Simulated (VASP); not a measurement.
# TaAs (I4_1md) in VASP: single point with LDA

Aim: the single point of TaAs with LDA.

Everything below comes from runs of VASP 6.6.1. Logs are shortened: lines on timing, memory, paths and dates and some standing lists are left out, and cuts for length are marked.

## 1. The cell of the first run

The structure is tetragonal, space group I4_1md (No. 109). The conventional cell has a = 3.405 Å, b = 3.405 Å, c = 11.509 Å, α = 90.00°, β = 90.00°, γ = 90.00°. Ta (site symmetry 2mm) has 6 As at 2.58 to 2.59 Å and 8 Ta at 3.34 to 3.41 Å within 3.5 Å. As (site symmetry 2mm) has 6 Ta at 2.58 to 2.59 Å and 8 As at 3.34 to 3.41 Å within 3.5 Å.

## 2. Single point, LDA

INCAR reads:

```
PREC = Accurate
ENCUT = 520
EDIFF = 1E-6
ISMEAR = 0
SIGMA = 0.1
LREAL = F
LASPH = T
NELM = 80
ALGO = Fast
ISIF = 2
LWAVE = F
LCHARG = F
GGA = CA
NBANDS = 24
```

KPOINTS reads:

```
Automatic mesh
0
Gamma
  18 18 18
```

POSCAR reads:

```
TaAs
1.0
   -1.7026248564      1.7026248564      5.7545627586
    1.7026248564     -1.7026248564      5.7545627586
    1.7026248564      1.7026248564     -5.7545627586
Ta As
2 2
Direct
    0.5003085052      1.0003085052      0.5000000000
    0.7503085052      0.7503085052      0.0000000000
    0.0822909148      0.5822909148      0.5000000000
    0.3322909148      0.3322909148      0.0000000000
```

Potentials or basis: VASP PAW LDA potentials, release 64 (Ta_pv, As).

Command:

```console
$ cat potpaw_LDA.64/Ta_pv/POTCAR potpaw_LDA.64/As/POTCAR > POTCAR
$ mpirun -np 1 vasp_std > vasp.out
```

OUTCAR:

```text
PREC = Accurate
   ENCUT = 520
   EDIFF = 1E-6
   ISMEAR = 0
   LREAL = F
   LASPH = T
   NELM = 80
   ISIF = 2
   GGA = CA

 ion  position               nearest neighbor table
   1  0.500  0.000  0.500-   4 2.58   4 2.58   3 2.59   3 2.59   3 2.59   3 2.59   2 3.34   2 3.34
                             2 3.34   2 3.34
   2  0.750  0.750  0.000-   3 2.58   3 2.58   4 2.59   4 2.59   4 2.59   4 2.59   1 3.34   1 3.34
                             1 3.34   1 3.34
   3  0.082  0.582  0.500-   2 2.58   2 2.58   1 2.59   1 2.59   1 2.59   1 2.59
   4  0.332  0.332  0.000-   1 2.58   1 2.58   2 2.59   2 2.59   2 2.59   2 2.59

  LATTYP: Found a body centered tetragonal cell.
 ALAT       =     3.4052497128
 C/A-ratio  =     3.3798183651

  Lattice vectors:

 A1 = (  -1.7026248564,   1.7026248564,   5.7545627586)
 A2 = (   1.7026248564,  -1.7026248564,   5.7545627586)
 A3 = (   1.7026248564,   1.7026248564,  -5.7545627586)

Analysis of symmetry for initial positions (statically):
=====================================================================
 Subroutine PRICEL returns:
 Original cell was already a primitive cell.

 Routine SETGRP: Setting up the symmetry group for a
 body centered tetragonal supercell.

 Subroutine GETGRP returns: Found  8 space group operations
 (whereof  4 operations were pure point group operations)
 out of a pool of 16 trial point group operations.

The static configuration has the point symmetry C_2v.
 The point group associated with its full space group is C_4v.

Analysis of symmetry for dynamics (positions and initial velocities):
=====================================================================
 Subroutine PRICEL returns:
 Original cell was already a primitive cell.

 Routine SETGRP: Setting up the symmetry group for a
 body centered tetragonal supercell.

 Subroutine GETGRP returns: Found  8 space group operations
 (whereof  4 operations were pure point group operations)
 out of a pool of 16 trial point group operations.

The dynamic configuration has the point symmetry C_2v.
 The point group associated with its full space group is C_4v.

 Subroutine INISYM returns: Found  8 space group operations
 (whereof  4 operations are pure point group operations),
 and found     1 'primitive' translations

----------------------------------------------------------------------------------------

                                     Primitive cell
[... 94 lines left out ...]
   NELM   =     80;   NELMIN=  2; NELMDL= -5     # of ELM steps
   EDIFF  = 0.1E-05   stopping-criterion for ELM
   LREAL  =      F    real-space projection
   EDIFFG = 0.1E-04   stopping-criterion for IOM
   NSW    =      0    number of steps for IOM
   IBRION =     -1    ionic relax: 0-MD 1-quasi-New 2-CG
   NFREE  =      0    steps in history (QN), initial steepest desc. (CG)
   ISIF   =      2    stress and relaxation
   ISYM   =      2    0-nonsym 1-usesym 2-fastsym
   POTIM  = 0.5000    time-step for ionic-motion
   TEBEG  =    0.0;   TEEND  =   0.0 temperature during run
   PSTRESS=    0.0 pullay stress
   NELECT =      32.0000    total number of electrons
   NUPDOWN=      -1.0000    fix difference up-down
   EMIN   =  10.00;   EMAX   =-10.00  energy-range for DOS
   EFERMI =   0.00;   METHOD = LEGACY
   ISMEAR =     0;   SIGMA  =   0.10  broadening in eV -4-tet -1-fermi 0-gaus
   EFERMI_NEDOS =   21; number of points for ismear=-14 and -15
   IALGO  =     68    algorithm
   IMIX   =      4    mixing-type and parameters
     AMIX     =   0.40;   BMIX     =  1.00
     AMIX_MAG =   1.60;   BMIX_MAG =  1.00
  volume/ion in A,a.u.               =      16.68       112.58
  Fermi-wavevector in a.u.,A,eV,Ry     =   1.281410  2.421514 22.340920  1.642011
  Thomas-Fermi vector in A             =   2.413781
   LORBIT       =      0    0 simple, 1 ext, 2 COOP (PROOUT), +10 PAW based schemes
   GGA     = CA    functional components
   LHFCALC =     F    Hartree Fock is set to
   AEXX    =    0.0000 exact exchange contribution
   IVDW    =     0    specifies the selected vdW correction
   LEPSILON=     F    determine dielectric tensor
   LRPA    =     F    only Hartree local field effects (RPA)
 non-spin polarized calculation
 RMM-DIIS sequential band-by-band and
 Gauss-broadening in eV      SIGMA  =   0.10
  energy-cutoff  :      520.00
  volume of cell :       66.73
 maximum number of plane-waves:      1820
   NGX = 23   NGY = 23   NGZ = 23

 number of electron      31.9999999 magnetization

 Free energy of the ion-electron system (eV)
  ---------------------------------------------------
  ext. energy  EPLUGINS =         0.00000000
  ---------------------------------------------------
  free energy    TOTEN  =       -38.95532521 eV

  energy without entropy =      -38.95364858  energy(sigma->0) =      -38.95448690

 E-fermi :   7.3411     XC(G=0): -12.2600

 val. band max:        7.3385994742   @ k =  -0.1111   0.4444   0.1111
 cond. band min:       7.3469522434   @ k =  -0.1667  -0.4444   0.1667
 fundamental gap:      0.0083527692
 Fermi energy:         7.3410859822

 k-point     1 :       0.0000    0.0000    0.0000
  band No.  band energies     occupation
      1     -27.3617      2.00000
      2     -27.2951      2.00000
      3     -27.2951      2.00000
      4     -27.1277      2.00000
      5     -27.1277      2.00000
      6     -27.0671      2.00000
[... 637 lines left out ...]
     23      12.2783      0.00000
     24      13.0633      0.00000

 [... further k-points ...]

------------------------ aborting loop because EDIFF is reached ----------------------------------------

  FORCE on cell =-STRESS in cart. coord.  units (eV):
  Direction    XX          YY          ZZ          XY          YZ          ZX
  --------------------------------------------------------------------------------------
  -------------------------------------------------------------------------------------
  Total        0.5124245      0.5124245      0.4246495      0.0000000      0.0000000      0.0000000
  in kB       12.3035437     12.3035437     10.1960269      0.0000000      0.0000000      0.0000000
  external PRESSURE =      11.6010381 kB  Pullay stress =       0.0000000 kB

 VOLUME and BASIS-vectors are now :
 -----------------------------------------------------------------------------
  energy-cutoff  :      520.00
  volume of cell :       66.73
      direct lattice vectors                 reciprocal lattice vectors
    -1.702624856  1.702624856  5.754562759     0.000000000  0.293664220  0.086887574
     1.702624856 -1.702624856  5.754562759     0.293664220  0.000000000  0.086887574
     1.702624856  1.702624856 -5.754562759     0.293664220  0.293664220  0.000000000

 POSITION                                       TOTAL-FORCE (eV/Angst)
 -----------------------------------------------------------------------------------
      0.00000      1.70262      0.00355        -0.000000     -0.000000      0.006497
      0.00000      0.00000      8.63539        -0.000000     -0.000000      0.006497
      1.70262      0.00000      0.94710         0.000000      0.000000     -0.006497
      0.00000      0.00000      3.82438         0.000000      0.000000     -0.006497
 -----------------------------------------------------------------------------------
    total drift:                               -0.000000     -0.000000      0.000356

  FREE ENERGIE OF THE ION-ELECTRON SYSTEM (eV)
  ---------------------------------------------------
  free  energy   TOTEN  =       -38.9553252103 eV

  energy  without entropy=      -38.9536485841  energy(sigma->0) =      -38.95448690
```

OSZICAR:

```text
N       E                     dE             d eps       ncg     rms          rms(c)
DAV:   1     0.239021834906E+03    0.23902E+03   -0.16574E+04 23056   0.130E+03
DAV:   2    -0.306994982142E+02   -0.26972E+03   -0.25801E+03 26872   0.352E+02
DAV:   3    -0.405896316491E+02   -0.98901E+01   -0.96771E+01 30256   0.616E+01
DAV:   4    -0.407154566505E+02   -0.12583E+00   -0.12569E+00 26288   0.709E+00
DAV:   5    -0.407168967623E+02   -0.14401E-02   -0.14397E-02 30224   0.680E-01    0.227E+01
RMM:   6    -0.390524340159E+02    0.16645E+01   -0.33914E+00 24349   0.913E+00    0.101E+01
RMM:   7    -0.390039464675E+02    0.48488E-01   -0.15472E+00 27068   0.517E+00    0.182E+00
RMM:   8    -0.389678612230E+02    0.36085E-01   -0.29013E-01 25070   0.271E+00    0.113E+00
RMM:   9    -0.389551857739E+02    0.12675E-01   -0.53639E-02 29610   0.134E+00    0.260E-01
RMM:  10    -0.389563918788E+02   -0.12061E-02   -0.10665E-02 31567   0.387E-01    0.201E-01
RMM:  11    -0.389553345988E+02    0.10573E-02   -0.42715E-03 28507   0.325E-01    0.466E-02
RMM:  12    -0.389553181962E+02    0.16403E-04   -0.32009E-04 29951   0.104E-01    0.146E-02
RMM:  13    -0.389553240871E+02   -0.58909E-05   -0.81482E-05 31655   0.387E-02    0.940E-03
RMM:  14    -0.389553248853E+02   -0.79820E-06   -0.15250E-05 30277   0.220E-02    0.529E-03
RMM:  15    -0.389553252103E+02   -0.32504E-06   -0.42578E-06 24878   0.959E-03
   1 F= -.38955325E+02 E0= -.38954487E+02  d E =-.167663E-02
```

Run time: 39 min. Hardware: 1 thread of Oxide Virtual Turin-like, shared host; peak memory 0.76 GiB.

Results:

* Free energy: -38.9553 eV
* Pressure: 1.2 GPa
* Largest force: 0.006 eV/Å
* Band gap on the k mesh: zero (bands 16 and 17 overlap by 0.06 eV)

Forces in eV/Å, atoms in the order of the input:
```
Ta   0.000  0.000  0.006
Ta   0.000  0.000  0.006
As   0.000  0.000 -0.006
As   0.000  0.000 -0.006
```

Stress tensor (GPa, compression positive):
```
1.23 0.00 0.00
0.00 1.23 0.00
0.00 0.00 1.02
```

Levels at points of the mesh, in eV from the Fermi level:
| k point | band 13 | band 14 | band 15 | band 16 | band 17 | band 18 | band 19 | band 20 |
| --- | --- | --- | --- | --- | --- | --- | --- | --- |
| (0.00, 0.00, 0.00) | -2.44 | -2.01 | -1.64 | -1.64 | 0.92 | 1.64 | 2.50 | 3.26 |
| (0.50, 0.00, 0.00) | -2.53 | -2.27 | -1.63 | -0.20 | 0.12 | 1.45 | 2.39 | 2.56 |
| (0.50, 0.50, 0.00) | -3.20 | -3.20 | -1.08 | -1.08 | 2.92 | 2.92 | 3.23 | 3.23 |
| (0.50, 0.50, 0.50) | -2.93 | -2.93 | -0.85 | -0.85 | 1.26 | 1.26 | 2.42 | 2.42 |

Caveat: spin-orbit coupling is left out, which moves the levels of the heavy elements.
